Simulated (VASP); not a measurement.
# TiCo (P4/mmm) in VASP: single point with PBE

Aim: the single point of TiCo with PBE.

Everything below comes from runs of VASP 6.6.1. Logs are shortened: lines on timing, memory, paths and dates and some standing lists are left out, and cuts for length are marked.

### 1 The cell of the first run

The structure is tetragonal, space group P4/mmm (No. 123). Conventional cell: a = 2.986 Å, b = 2.986 Å, c = 3.106 Å, α = 90.00°, β = 90.00°, γ = 90.00°. Ti (site symmetry 4/mmm) has 8 Co at 2.62 Å and 6 Ti at 2.99 to 3.11 Å within 3.5 Å. Within 3.5 Å of Co (site symmetry 4/mmm) lie 8 Ti at 2.62 Å and 6 Co at 2.99 to 3.11 Å.

### 2 Single point, PBE, collinear spin, ferromagnetic start (strain +0.0400 x Voigt [0, 0, 1, 0, 0, 0])

Contents of INCAR:

```
PREC     = Accurate       # precision mode
ENCUT    = 520            # plane-wave cutoff, eV
EDIFF    = 1E-6           # SCF threshold, eV
ISMEAR   = 0              # smearing method
SIGMA    = 0.15           # smearing width, eV
LREAL    = F              # projectors in reciprocal space
LASPH    = T              # aspherical terms in the spheres
NELM     = 150            # most SCF steps
ALGO     = Normal         # electronic algorithm
ISIF     = 2              # what is computed and relaxed
LWAVE    = F              # write WAVECAR
LCHARG   = F              # write CHGCAR
ISPIN    = 2              # spin polarisation
MAGMOM   = 0 0.6          # initial moments
LORBIT   = 11             # projections on sites
LMAXMIX  = 4              # l up to which the mixer works
GGA      = PE             # functional
NBANDS   = 22             # bands
```

Contents of KPOINTS:

```
regular mesh
0
Gamma
  16 16 16
```

Contents of POSCAR:

```
TiCo
1.0
    2.9861109900      0.0000000000      0.0000000000
    0.0000000000      2.9861109900      0.0000000000
    0.0000000000      0.0000000000      3.1055554296
Ti Co
1 1
Direct
    0.0000000000      0.0000000000      0.0000000000
    0.5000000000      0.5000000000      0.5000000000
```

Potentials or basis: VASP PAW PBE potentials, release 64 (Ti_sv, Co).

Command:

```sh
$ cat potpaw_PBE.64/Ti_sv/POTCAR potpaw_PBE.64/Co/POTCAR > POTCAR
$ mpirun -np 1 vasp_std > vasp.out
```

OUTCAR:

```text
PREC = Accurate
   ENCUT = 520
   EDIFF = 1E-6
   ISMEAR = 0
   LREAL = F
   LASPH = T
   NELM = 150
   ISIF = 2
   ISPIN = 2
   LORBIT = 11
   GGA = PE

 ion  position               nearest neighbor table
   1  0.000  0.000  0.000-   2 2.62   2 2.62   2 2.62   2 2.62   2 2.62   2 2.62   2 2.62   2 2.62

   2  0.500  0.500  0.500-   1 2.62   1 2.62   1 2.62   1 2.62   1 2.62   1 2.62   1 2.62   1 2.62

  LATTYP: Found a simple tetragonal cell.
 ALAT       =     2.9861109900
 C/A-ratio  =     1.0400000000

  Lattice vectors:

 A1 = (   2.9861109900,   0.0000000000,   0.0000000000)
 A2 = (   0.0000000000,   2.9861109900,   0.0000000000)
 A3 = (   0.0000000000,   0.0000000000,   3.1055554296)

Analysis of symmetry for initial positions (statically):
=====================================================================
 Subroutine PRICEL returns:
 Original cell was already a primitive cell.

 Routine SETGRP: Setting up the symmetry group for a
 simple tetragonal supercell.

 Subroutine GETGRP returns: Found 16 space group operations
 (whereof 16 operations were pure point group operations)
 out of a pool of 16 trial point group operations.

The static configuration has the point symmetry D_4h.

Analysis of symmetry for dynamics (positions and initial velocities):
=====================================================================
 Subroutine PRICEL returns:
 Original cell was already a primitive cell.

 Routine SETGRP: Setting up the symmetry group for a
 simple tetragonal supercell.

 Subroutine GETGRP returns: Found 16 space group operations
 (whereof 16 operations were pure point group operations)
 out of a pool of 16 trial point group operations.

The dynamic configuration has the point symmetry D_4h.

Analysis of structural, dynamic, and magnetic symmetry:
=====================================================================
 Subroutine PRICEL returns:
 Original cell was already a primitive cell.

 Routine SETGRP: Setting up the symmetry group for a
 simple tetragonal supercell.

 Subroutine GETGRP returns: Found 16 space group operations
 (whereof 16 operations were pure point group operations)
 out of a pool of 16 trial point group operations.

The overall configuration has the point symmetry D_4h.

 Subroutine INISYM returns: Found 16 space group operations
 (whereof 16 operations are pure point group operations),
 and found     1 'primitive' translations

----------------------------------------------------------------------------------------

                                     Primitive cell

  volume of cell :      27.6918

  direct lattice vectors                    reciprocal lattice vectors
     2.986110990  0.000000000  0.000000000     0.334883735  0.000000000  0.000000000
     0.000000000  2.986110990  0.000000000     0.000000000  0.334883735  0.000000000
     0.000000000  0.000000000  3.105555430     0.000000000  0.000000000  0.322003591

  length of vectors
     2.986110990  2.986110990  3.105555430     0.334883735  0.334883735  0.322003591

  position of ions in fractional coordinates (direct lattice)
     0.000000000  0.000000000  0.000000000
     0.500000000  0.500000000  0.500000000

  ion indices of the primitive-cell ions
   primitive index   ion index
                 1           1
                 2           2

----------------------------------------------------------------------------------------

 KPOINTS: regular mesh

Automatic generation of k-mesh.
 Grid dimensions read from file:
 generate k-points for:   16   16   16

 Generating k-lattice:

  Cartesian coordinates                     Fractional coordinates (reciprocal lattice)
     0.020930233  0.000000000  0.000000000     0.062500000  0.000000000  0.000000000
     0.000000000  0.020930233  0.000000000     0.000000000  0.062500000  0.000000000
     0.000000000  0.000000000  0.020125224     0.000000000  0.000000000  0.062500000

  Length of vectors
     0.020930233  0.020930233  0.020125224

  Shift w.r.t. Gamma in fractional coordinates (k-lattice)
     0.000000000  0.000000000  0.000000000

 Subroutine IBZKPT returns following result:
 ===========================================

 Found    405 irreducible k-points:

 Following reciprocal coordinates:
            Coordinates               Weight
  0.000000  0.000000  0.000000      1.000000
  0.062500  0.000000  0.000000      4.000000
  0.125000  0.000000  0.000000      4.000000
  0.187500  0.000000  0.000000      4.000000
  0.250000  0.000000  0.000000      4.000000
  0.312500  0.000000  0.000000      4.000000
[... 16 lines left out ...]
  0.437500  0.125000  0.000000      8.000000
  0.500000  0.125000  0.000000      4.000000
 [... further k-points ...]
   k-points           NKPTS =    405   k-points in BZ     NKDIM =    405   number of bands    NBANDS=     22
   number of dos      NEDOS =    301   number of ions     NIONS =      2
   total plane-waves  NPLWV =  13824
   dimension x,y,z NGX =    24 NGY =   24 NGZ =   24
   dimension x,y,z NGXF=    48 NGYF=   48 NGZF=   48
   ions per type =               1   1
   NGX,Y,Z   is equivalent  to a cutoff of  13.36, 13.36, 12.85 a.u.
   NGXF,Y,Z  is equivalent  to a cutoff of  26.72, 26.72, 25.70 a.u.
 SYSTEM =  unknown system
   PREC   = accura    normal or accurate (medium, high low for compatibility)
   ISTART =      0    job   : 0-new  1-cont  2-samecut
   ICHARG =      2    charge: 1-file 2-atom 10-const
   ISPIN  =      2    spin polarized calculation?
   LNONCOLLINEAR =      F non collinear calculations
   LSORBIT =      F    spin-orbit coupling
   LASPH  =      T    aspherical Exc in radial PAW
   ENCUT  =  520.0 eV  38.22 Ry    6.18 a.u.   5.55  5.55  5.77*2*pi/ulx,y,z
   NELM   =    150;   NELMIN=  2; NELMDL= -5     # of ELM steps
   EDIFF  = 0.1E-05   stopping-criterion for ELM
   LREAL  =      F    real-space projection
   EDIFFG = 0.1E-04   stopping-criterion for IOM
   NSW    =      0    number of steps for IOM
   IBRION =     -1    ionic relax: 0-MD 1-quasi-New 2-CG
   NFREE  =      0    steps in history (QN), initial steepest desc. (CG)
   ISIF   =      2    stress and relaxation
   ISYM   =      2    0-nonsym 1-usesym 2-fastsym
   POTIM  = 0.5000    time-step for ionic-motion
   TEBEG  =    0.0;   TEEND  =   0.0 temperature during run
   PSTRESS=    0.0 pullay stress
   NELECT =      21.0000    total number of electrons
   NUPDOWN=      -1.0000    fix difference up-down
   EMIN   =  10.00;   EMAX   =-10.00  energy-range for DOS
   EFERMI =   0.00;   METHOD = LEGACY
   ISMEAR =     0;   SIGMA  =   0.15  broadening in eV -4-tet -1-fermi 0-gaus
   EFERMI_NEDOS =   21; number of points for ismear=-14 and -15
   IALGO  =     38    algorithm
   IMIX   =      4    mixing-type and parameters
     AMIX     =   0.40;   BMIX     =  1.00
     AMIX_MAG =   1.60;   BMIX_MAG =  1.00
  volume/ion in A,a.u.               =      13.85        93.44
  Fermi-wavevector in a.u.,A,eV,Ry     =   1.492901  2.821173 30.324012  2.228752
  Thomas-Fermi vector in A             =   2.605370
   LORBIT       =     11    0 simple, 1 ext, 2 COOP (PROOUT), +10 PAW based schemes
   GGA     = PE    functional components
   LHFCALC =     F    Hartree Fock is set to
   AEXX    =    0.0000 exact exchange contribution
   IVDW    =     0    specifies the selected vdW correction
   LEPSILON=     F    determine dielectric tensor
   LRPA    =     F    only Hartree local field effects (RPA)
 spin polarized calculation
 Gauss-broadening in eV      SIGMA  =   0.15
  energy-cutoff  :      520.00
  volume of cell :       27.69
 maximum number of plane-waves:       762
 NGX is ok and might be reduce to    24
   NGX = 11   NGY = 11   NGZ = 11

 number of electron      20.9999997 magnetization       0.8588558

 Free energy of the ion-electron system (eV)
  ---------------------------------------------------
  ext. energy  EPLUGINS =         0.00000000
  ---------------------------------------------------
  free energy    TOTEN  =       -15.65001169 eV

  energy without entropy =      -15.62868221  energy(sigma->0) =      -15.63934695

 E-fermi :   9.4070     XC(G=0): -12.3667

 val. band max:        9.4062560009   @ k =   0.3125   0.0000   0.1250
 cond. band min:       9.4087443564   @ k =   0.1875   0.0000   0.5000
 fundamental gap:      0.0024883555
 Fermi energy:         9.4069628303

 spin component 1

 k-point     1 :       0.0000    0.0000    0.0000
  band No.  band energies     occupation
      1     -47.7778      1.00000
      2     -23.9084      1.00000
      3     -23.8636      1.00000
      4     -23.8636      1.00000
      5       1.9155      1.00000
      6       5.3947      1.00000
[... 14 lines left out ...]
     21      28.0038      0.00000
     22      29.5678      0.00000

 k-point     2 :       0.0625    0.0000    0.0000
  band No.  band energies     occupation
      1     -47.7766      1.00000
      2     -23.9076      1.00000
      3     -23.8748      1.00000
      4     -23.8627      1.00000
      5       1.9925      1.00000
      6       5.4263      1.00000
[... 14 lines left out ...]
     21      28.2831      0.00000
     22      29.5895      0.00000

 k-point     3 :       0.1250    0.0000    0.0000
  band No.  band energies     occupation
      1     -47.7733      1.00000
      2     -23.9068      1.00000
      3     -23.9051      1.00000
      4     -23.8603      1.00000
      5       2.2202      1.00000
      6       5.5177      1.00000
[... 14 lines left out ...]
     21      29.1901      0.00000
     22      29.4170      0.00000
[... 476 lines left out ...]
 k-point    23 :       0.4375    0.1250    0.0000
  band No.  band energies     occupation
      1     -47.7440      1.00000
      2     -24.1366      1.00000
      3     -23.8820      1.00000
      4     -23.8819      1.00000
      5       5.0627      1.00000
      6       6.0409      1.00000
[... 14 lines left out ...]
     21      25.8726      0.00000
     22      26.8779      0.00000

 k-point    24 :       0.5000    0.1250    0.0000
  band No.  band energies     occupation
      1     -47.7428      1.00000
      2     -24.1473      1.00000
      3     -23.8812      1.00000
      4     -23.8809      1.00000
      5       5.3555      1.00000
      6       5.9389      1.00000
[... 14 lines left out ...]
     21      25.0091      0.00000
     22      26.7722      0.00000

 [... further k-points ...]

 spin component 2

 k-point     1 :       0.0000    0.0000    0.0000
  band No.  band energies     occupation
      1     -47.8154      1.00000
      2     -23.9525      1.00000
      3     -23.8998      1.00000
      4     -23.8998      1.00000
      5       1.8889      1.00000
      6       6.0784      1.00000
[... 14 lines left out ...]
     21      28.1556      0.00000
     22      29.4275      0.00000

 k-point     2 :       0.0625    0.0000    0.0000
  band No.  band energies     occupation
      1     -47.8142      1.00000
      2     -23.9516      1.00000
      3     -23.9112      1.00000
      4     -23.8990      1.00000
      5       1.9660      1.00000
      6       6.1162      1.00000
[... 14 lines left out ...]
     21      28.4319      0.00000
     22      29.4536      0.00000

 k-point     3 :       0.1250    0.0000    0.0000
  band No.  band energies     occupation
      1     -47.8109      1.00000
      2     -23.9491      1.00000
      3     -23.9434      1.00000
      4     -23.8965      1.00000
      5       2.1942      1.00000
      6       6.2263      1.00000
[... 14 lines left out ...]
     21      29.2598      0.00000
     22      29.3403      0.00000
[... 476 lines left out ...]
 k-point    23 :       0.4375    0.1250    0.0000
  band No.  band energies     occupation
      1     -47.7813      1.00000
      2     -24.1755      1.00000
      3     -23.9259      1.00000
      4     -23.9185      1.00000
      5       5.1801      1.00000
      6       6.2816      1.00000
[... 14 lines left out ...]
     21      25.9247      0.00000
     22      26.7805      0.00000

 k-point    24 :       0.5000    0.1250    0.0000
  band No.  band energies     occupation
      1     -47.7801      1.00000
      2     -24.1863      1.00000
      3     -23.9250      1.00000
      4     -23.9175      1.00000
      5       5.6817      1.00000
      6       5.9038      1.00000
[... 14 lines left out ...]
     21      25.0193      0.00000
     22      26.6676      0.00000

 [... further k-points ...]

------------------------ aborting loop because EDIFF is reached ----------------------------------------

  FORCE on cell =-STRESS in cart. coord.  units (eV):
  Direction    XX          YY          ZZ          XY          YZ          ZX
  --------------------------------------------------------------------------------------
  -------------------------------------------------------------------------------------
  Total       -0.8610223     -0.8610223     -1.6917334      0.0000000     -0.0000000      0.0000000
  in kB      -49.8165664    -49.8165664    -97.8794098      0.0000000     -0.0000000      0.0000000
  external PRESSURE =     -65.8375142 kB  Pullay stress =       0.0000000 kB

 VOLUME and BASIS-vectors are now :
 -----------------------------------------------------------------------------
  energy-cutoff  :      520.00
  volume of cell :       27.69
      direct lattice vectors                 reciprocal lattice vectors
     2.986110990  0.000000000  0.000000000     0.334883735  0.000000000  0.000000000
     0.000000000  2.986110990  0.000000000     0.000000000  0.334883735  0.000000000
     0.000000000  0.000000000  3.105555430     0.000000000  0.000000000  0.322003591

 POSITION                                       TOTAL-FORCE (eV/Angst)
 -----------------------------------------------------------------------------------
      0.00000      0.00000      0.00000         0.000000      0.000000      0.000000
      1.49306      1.49306      1.55278         0.000000      0.000000      0.000000
 -----------------------------------------------------------------------------------
    total drift:                                0.000000      0.000000     -0.000000

  FREE ENERGIE OF THE ION-ELECTRON SYSTEM (eV)
  ---------------------------------------------------
  free  energy   TOTEN  =       -15.6500116943 eV

  energy  without entropy=      -15.6286822085  energy(sigma->0) =      -15.63934695

 total charge

# of ion       s       p       d       tot
------------------------------------------
    1        2.239   6.166   1.828  10.233
    2        0.510   0.436   7.278   8.225
--------------------------------------------------
tot          2.749   6.602   9.106  18.457

 magnetization (x)

# of ion       s       p       d       tot
------------------------------------------
    1       -0.003  -0.014  -0.042  -0.059
    2        0.027  -0.008   0.963   0.982
--------------------------------------------------
tot          0.024  -0.022   0.920   0.923
```

Wall time 14 min (1 thread of Intel Xeon 8259CL, shared host); peak memory 0.46 GiB.

What came out:

```yaml
Free_energy: -15.6500 eV
Pressure: -6.6 GPa
Net_moment: 0.86 μB per cell
Site_moments: Ti -0.06; Co +0.98 μB
Valence_electrons_inside_the_program's_atomic_spheres: Ti 10.23; Co 8.22
```

Caveat: the cell differs from its parent crystal (strain +0.0400 x Voigt [0, 0, 1, 0, 0, 0]); the cell stands under tension.
